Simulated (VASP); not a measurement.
# Pt (P-3m1) in VASP: single point with LDA

Aim: the single point of Pt with LDA.

All numbers are computed with VASP 6.6.1; they aren't measurements. Logs are shortened: lines on timing, memory, paths and dates and some standing lists are left out, and cuts for length are marked.

**1. The cell of the first run**

Symmetry: P-3m1, No. 164, trigonal system. Conventional cell: a = 4.572 Å, b = 4.572 Å, c = 5.576 Å, α = 90.00°, β = 90.00°, γ = 120.00°. Pt (site symmetry 3m) has 3 Pt at 3.20 Å within 4.2 Å.

**2. Single point, LDA**

INCAR reads:

```
SYSTEM = Pt
  PREC = Accurate
  ENCUT = 520
  EDIFF = 1E-6
  ISMEAR = 1
  SIGMA = 0.1
  LREAL = .False.
  LASPH = .True.
  NELM = 80
  ALGO = Normal
  ISIF = 2
  LWAVE = .False.
  LCHARG = .False.
  NBANDS = 17
```

KPOINTS reads:

```
regular mesh
0
Gamma
  6 6 4
  0 0 0
```

POSCAR reads:

```
Pt
1.0
    4.5722570000      0.0000000000      0.0000000000
   -2.2861290000      3.9596910000      0.0000000000
    0.0000000000      0.0000000000      5.5763760000
Pt
2
Direct
    0.6666666667      0.3333333333      0.8371700000
    0.3333333333      0.6666666667      0.1628300000
```

Potentials or basis: VASP PAW LDA potentials, release 64 (Pt).

On the command line:

```bash
$ cat potpaw_LDA.64/Pt/POTCAR > POTCAR
$ mpirun -np 1 vasp_std > vasp.out
```

OUTCAR:

```text
SYSTEM = Pt
   PREC = Accurate
   ENCUT = 520
   EDIFF = 1E-6
   ISMEAR = 1
   LREAL = .False.
   LASPH = .True.
   NELM = 80
   ISIF = 2

 ion  position               nearest neighbor table
   1  0.667  0.333  0.837-   2 3.20   2 3.20   2 3.20
   2  0.333  0.667  0.163-   1 3.20   1 3.20   1 3.20

  LATTYP: Found a hexagonal cell.
 ALAT       =     4.5722570000
 C/A-ratio  =     1.2196112336

  Lattice vectors:

 A1 = (   4.5722570000,   0.0000000000,   0.0000000000)
 A2 = (  -2.2861290000,   3.9596910000,   0.0000000000)
 A3 = (   0.0000000000,   0.0000000000,   5.5763760000)

Analysis of symmetry for initial positions (statically):
=====================================================================
 Subroutine PRICEL returns:
 Original cell was already a primitive cell.

 Routine SETGRP: Setting up the symmetry group for a
 hexagonal supercell.

 Subroutine GETGRP returns: Found 12 space group operations
 (whereof 12 operations were pure point group operations)
 out of a pool of 24 trial point group operations.

The static configuration has the point symmetry D_3d.

Analysis of symmetry for dynamics (positions and initial velocities):
=====================================================================
 Subroutine PRICEL returns:
 Original cell was already a primitive cell.

 Routine SETGRP: Setting up the symmetry group for a
 hexagonal supercell.

 Subroutine GETGRP returns: Found 12 space group operations
 (whereof 12 operations were pure point group operations)
 out of a pool of 24 trial point group operations.

The dynamic configuration has the point symmetry D_3d.

 Subroutine INISYM returns: Found 12 space group operations
 (whereof 12 operations are pure point group operations),
 and found     1 'primitive' translations

----------------------------------------------------------------------------------------

                                     Primitive cell

  volume of cell :     100.9588

  direct lattice vectors                    reciprocal lattice vectors
     4.572257000  0.000000000  0.000000000     0.218710366  0.126272507  0.000000000
    -2.286129000  3.959691000  0.000000000     0.000000000  0.252544959  0.000000000
     0.000000000  0.000000000  5.576376000     0.000000000  0.000000000  0.179327936

  length of vectors
     4.572257000  4.572257497  5.576376000     0.252544986  0.252544959  0.179327936

  position of ions in fractional coordinates (direct lattice)
     0.666666667  0.333333333  0.837170000
     0.333333333  0.666666667  0.162830000

  ion indices of the primitive-cell ions
   primitive index   ion index
                 1           1
                 2           2

----------------------------------------------------------------------------------------

 KPOINTS: regular mesh

Automatic generation of k-mesh.
 Grid dimensions read from file:
 generate k-points for:    6    6    4

 Generating k-lattice:

  Cartesian coordinates                     Fractional coordinates (reciprocal lattice)
     0.036451728  0.021045418  0.000000000     0.166666667 -0.000000000  0.000000000
     0.000000000  0.042090826  0.000000000     0.000000000  0.166666667  0.000000000
     0.000000000  0.000000000  0.044831984     0.000000000  0.000000000  0.250000000

  Length of vectors
     0.042090831  0.042090826  0.044831984

  Shift w.r.t. Gamma in fractional coordinates (k-lattice)
     0.000000000  0.000000000  0.000000000

 Subroutine IBZKPT returns following result:
 ===========================================

 Found     24 irreducible k-points:

 Following reciprocal coordinates:
            Coordinates               Weight
  0.000000  0.000000  0.000000      1.000000
  0.166667 -0.000000  0.000000      6.000000
  0.333333 -0.000000  0.000000      6.000000
  0.500000  0.000000  0.000000      3.000000
  0.166667  0.166667  0.000000      6.000000
  0.333333  0.166667  0.000000     12.000000
[... 16 lines left out ...]
  0.333333  0.166667  0.500000     12.000000
  0.333333  0.333333  0.500000      2.000000
   k-points           NKPTS =     24   k-points in BZ     NKDIM =     24   number of bands    NBANDS=     17
   number of dos      NEDOS =    301   number of ions     NIONS =      2
   total plane-waves  NPLWV =  54432
   dimension x,y,z NGX =    36 NGY =   36 NGZ =   42
   dimension x,y,z NGXF=    72 NGYF=   72 NGZF=   84
   ions per type =               2
   NGX,Y,Z   is equivalent  to a cutoff of  13.09, 13.09, 12.52 a.u.
   NGXF,Y,Z  is equivalent  to a cutoff of  26.18, 26.18, 25.04 a.u.
 SYSTEM =  Pt
   PREC   = accura    normal or accurate (medium, high low for compatibility)
   ISTART =      0    job   : 0-new  1-cont  2-samecut
   ICHARG =      2    charge: 1-file 2-atom 10-const
   ISPIN  =      1    spin polarized calculation?
   LNONCOLLINEAR =      F non collinear calculations
   LSORBIT =      F    spin-orbit coupling
   LASPH  =      T    aspherical Exc in radial PAW
   ENCUT  =  520.0 eV  38.22 Ry    6.18 a.u.   8.50  8.50 10.37*2*pi/ulx,y,z
   NELM   =     80;   NELMIN=  2; NELMDL= -5     # of ELM steps
   EDIFF  = 0.1E-05   stopping-criterion for ELM
   LREAL  =      F    real-space projection
[... 7 lines left out ...]
   TEBEG  =    0.0;   TEEND  =   0.0 temperature during run
   PSTRESS=    0.0 pullay stress
   NELECT =      20.0000    total number of electrons
   NUPDOWN=      -1.0000    fix difference up-down
   EMIN   =  10.00;   EMAX   =-10.00  energy-range for DOS
   EFERMI =   0.00;   METHOD = LEGACY
   ISMEAR =     1;   SIGMA  =   0.10  broadening in eV -4-tet -1-fermi 0-gaus
   EFERMI_NEDOS =   21; number of points for ismear=-14 and -15
   IALGO  =     38    algorithm
   IMIX   =      4    mixing-type and parameters
     AMIX     =   0.40;   BMIX     =  1.00
     AMIX_MAG =   1.60;   BMIX_MAG =  1.00
  volume/ion in A,a.u.               =      50.48       340.65
  Fermi-wavevector in a.u.,A,eV,Ry     =   0.954341  1.803443 12.391729  0.910766
  Thomas-Fermi vector in A             =   2.083079
   LORBIT       =      0    0 simple, 1 ext, 2 COOP (PROOUT), +10 PAW based schemes
   GGA     = CA    functional components
   LHFCALC =     F    Hartree Fock is set to
   AEXX    =    0.0000 exact exchange contribution
   IVDW    =     0    specifies the selected vdW correction
   LEPSILON=     F    determine dielectric tensor
   LRPA    =     F    only Hartree local field effects (RPA)
 non-spin polarized calculation
 Methfessel and Paxton  Order N= 1 SIGMA  =   0.10
  energy-cutoff  :      520.00
  volume of cell :      100.96
 maximum number of plane-waves:      2775
 NGX is ok and might be reduce to    36
   NGX = 17   NGY = 17   NGZ = 21

 number of electron      19.9999997 magnetization

 Free energy of the ion-electron system (eV)
  ---------------------------------------------------
  ext. energy  EPLUGINS =         0.00000000
  ---------------------------------------------------
  free energy    TOTEN  =        -5.93972380 eV

  energy without entropy =       -5.93362694  energy(sigma->0) =       -5.93769151

 E-fermi :  -1.2294     XC(G=0):  -7.4294

 val. band max:       -1.2299603637   @ k =   0.1667  -0.0000   0.2500
 cond. band min:      -1.2281494420   @ k =   0.1667  -0.0000   0.5000
 fundamental gap:      0.0018109217
 Fermi energy:        -1.2293701934

 k-point     1 :       0.0000    0.0000    0.0000
  band No.  band energies     occupation
      1      -4.1091      2.00000
      2      -2.6223      2.00000
      3      -2.6223      2.00000
      4      -2.4145      2.00000
      5      -2.2409      2.00000
      6      -2.2409      2.00000
[... 9 lines left out ...]
     16       8.4332      0.00000
     17       8.7383      0.00000

 k-point     2 :       0.1667   -0.0000    0.0000
  band No.  band energies     occupation
      1      -3.8561      2.00000
      2      -2.6110      2.00000
      3      -2.5998      2.00000
      4      -2.3867      2.00000
      5      -2.2583      2.00000
      6      -2.1527      2.00000
[... 9 lines left out ...]
     16       7.3333      0.00000
     17       9.5912      0.00000

 k-point     3 :       0.3333   -0.0000    0.0000
  band No.  band energies     occupation
      1      -3.2419      2.00000
      2      -2.5573      2.00000
      3      -2.5413      2.00000
      4      -2.4785      2.00000
      5      -2.0935      2.00000
      6      -1.9346      2.00000
[... 9 lines left out ...]
     16       6.2937      0.00000
     17       8.0883      0.00000

 k-point     4 :       0.5000    0.0000    0.0000
  band No.  band energies     occupation
      1      -2.9038      2.00000
      2      -2.5377      2.00000
      3      -2.5308      2.00000
      4      -2.4564      2.00000
      5      -1.9567      2.00000
      6      -1.7310      2.00000
[... 9 lines left out ...]
     16       6.4650      0.00000
     17       6.5727      0.00000

 k-point     5 :       0.1667    0.1667    0.0000
  band No.  band energies     occupation
      1      -3.4079      2.00000
      2      -2.5731      2.00000
      3      -2.5714      2.00000
      4      -2.3338      2.00000
      5      -2.3293      2.00000
      6      -1.9315      2.00000
[... 9 lines left out ...]
     16       7.6419      0.00000
     17       8.6206      0.00000

 k-point     6 :       0.3333    0.1667    0.0000
  band No.  band energies     occupation
      1      -2.8677      2.00000
      2      -2.5579      2.00000
      3      -2.4961      2.00000
      4      -2.4170      2.00000
      5      -2.1368      2.00000
      6      -1.8739      2.00000
[... 9 lines left out ...]
     16       6.6662      0.00000
     17       7.4740      0.00000

 k-point     7 :       0.3333    0.3333    0.0000
  band No.  band energies     occupation
      1      -2.5733      2.00000
      2      -2.5717      2.00000
      3      -2.5717      2.00000
      4      -2.1927      2.00000
      5      -2.1644      2.00000
      6      -2.1644      2.00000
[... 9 lines left out ...]
     16       7.0378      0.00000
     17       7.0379      0.00000

 k-point     8 :       0.0000    0.0000    0.2500
  band No.  band energies     occupation
      1      -3.9072      2.00000
      2      -2.6341      2.00000
      3      -2.6341      2.00000
      4      -2.3762      2.00000
      5      -2.2654      2.00000
      6      -2.2654      2.00000
[... 9 lines left out ...]
     16       8.4965      0.00000
     17       8.6275      0.00000
[... 203 lines left out ...]
      1      -3.4229      2.00000
      2      -2.6722      2.00000
      3      -2.6094      2.00000
      4      -2.3357      2.00000
      5      -2.2304      2.00000
      6      -2.2033      2.00000
[... 9 lines left out ...]
     16       7.9180      0.00000
     17       8.2588      0.00000

 k-point    20 :       0.3333   -0.0000    0.5000
  band No.  band energies     occupation
      1      -2.9844      2.00000
      2      -2.6262      2.00000
      3      -2.5368      2.00000
      4      -2.4026      2.00000
      5      -2.0085      2.00000
      6      -1.9779      2.00000
[... 9 lines left out ...]
     16       7.6847      0.00000
     17       7.8938      0.00000

 k-point    21 :       0.5000    0.0000    0.5000
  band No.  band energies     occupation
      1      -2.8379      2.00000
      2      -2.5490      2.00000
      3      -2.4992      2.00000
      4      -2.4305      2.00000
      5      -1.7504      2.00000
      6      -1.7349      2.00000
[... 9 lines left out ...]
     16       7.5648      0.00000
     17       7.7366      0.00000

 k-point    22 :       0.1667    0.1667    0.5000
  band No.  band energies     occupation
      1      -3.0711      2.00000
      2      -2.6710      2.00000
      3      -2.5481      2.00000
      4      -2.3050      2.00000
      5      -2.2266      2.00000
      6      -1.9847      2.00000
[... 9 lines left out ...]
     16       6.6247      0.00000
     17       9.1392      0.00000

 k-point    23 :       0.3333    0.1667    0.5000
  band No.  band energies     occupation
      1      -2.7677      2.00000
      2      -2.5784      2.00000
      3      -2.4927      2.00000
      4      -2.3435      2.00000
      5      -2.0230      2.00000
      6      -1.7404      2.00000
[... 9 lines left out ...]
     16       5.8123      0.00000
     17       9.3132      0.00000

 k-point    24 :       0.3333    0.3333    0.5000
  band No.  band energies     occupation
      1      -2.5873      2.00000
      2      -2.5873      2.00000
      3      -2.4855      2.00000
      4      -2.1639      2.00000
      5      -2.0129      2.00000
      6      -2.0129      2.00000
[... 9 lines left out ...]
     16       4.8042      0.00000
     17      11.3822      0.00000

------------------------ aborting loop because EDIFF is reached ----------------------------------------

  FORCE on cell =-STRESS in cart. coord.  units (eV):
  Direction    XX          YY          ZZ          XY          YZ          ZX
  --------------------------------------------------------------------------------------
  -------------------------------------------------------------------------------------
  Total       -7.3969513     -7.3969524     -7.1788935      0.0000009     -0.0000000      0.0000000
  in kB     -117.3868270   -117.3868439   -113.9263315      0.0000148     -0.0000000      0.0000000
  external PRESSURE =    -116.2333341 kB  Pullay stress =       0.0000000 kB

 VOLUME and BASIS-vectors are now :
 -----------------------------------------------------------------------------
  energy-cutoff  :      520.00
  volume of cell :      100.96
      direct lattice vectors                 reciprocal lattice vectors
     4.572257000  0.000000000  0.000000000     0.218710366  0.126272507  0.000000000
    -2.286129000  3.959691000  0.000000000     0.000000000  0.252544959  0.000000000
     0.000000000  0.000000000  5.576376000     0.000000000  0.000000000  0.179327936

 POSITION                                       TOTAL-FORCE (eV/Angst)
 -----------------------------------------------------------------------------------
      2.28613      1.31990      4.66837         0.000000     -0.000000      2.733790
     -0.00000      2.63979      0.90800        -0.000000      0.000000     -2.733790
 -----------------------------------------------------------------------------------
    total drift:                                0.000000     -0.000000     -0.000000

  FREE ENERGIE OF THE ION-ELECTRON SYSTEM (eV)
  ---------------------------------------------------
  free  energy   TOTEN  =        -5.9397237956 eV

  energy  without entropy=       -5.9336269403  energy(sigma->0) =       -5.93769151
```

Run time: 20 s. Hardware: 1 thread of AMD EPYC 7R13 (Zen 3), shared host; peak memory 0.16 GiB.

What came out:

- Free energy: -5.9397 eV
- Pressure: -11.6 GPa
- Largest force: 2.734 eV/Å
- Band gap on the k mesh: zero (band 10 reaches -1.19 eV, above the bottom of band 11 at -1.25 eV)

Forces in eV/Å, atoms in the order of the input:
```
Pt   0.000  0.000  2.734
Pt   0.000  0.000 -2.734
```

Caveat: spin-orbit coupling is left out, which moves the levels of the heavy elements; forces of over 1 eV/Å act on the atoms, so gaps and moduli don't describe the material at rest.
